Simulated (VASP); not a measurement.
Pt:

```
Pt
1.0
     2.18859    0.00000    0.00000
     0.00000    2.18859    0.00000
     0.00000    0.00000    2.18859
Pt
1
Direct
  0.00000 0.00000 0.00000
```

This cell differs from its parent crystal: volume scaled by 0.58.

Base run:

* Program: VASP 6.6.1
* Functional: PBE
* Potentials or basis: VASP PAW PBE potentials, release 64 (Pt)
* Cutoff: 520 eV
* k mesh: 16 × 16 × 16
* Occupations: fermi-dirac, width 0.05 eV
* Spin: no spin polarisation

Its results: band gap on the k mesh zero (band 5 reaches 25.23 eV, above the bottom of band 6 at 17.39 eV); pressure 405.4 GPa.

Problem. The run is repeated on the same cell with these changes: k mesh from 16 × 16 × 16 to 24 × 24 × 24. What comes out?

Solution. Band gap on the k mesh zero (band 5 reaches 25.23 eV, above the bottom of band 6 at 17.44 eV); pressure 405.9 GPa.

Caveats: spin-orbit coupling is left out, which moves the levels of the heavy elements.
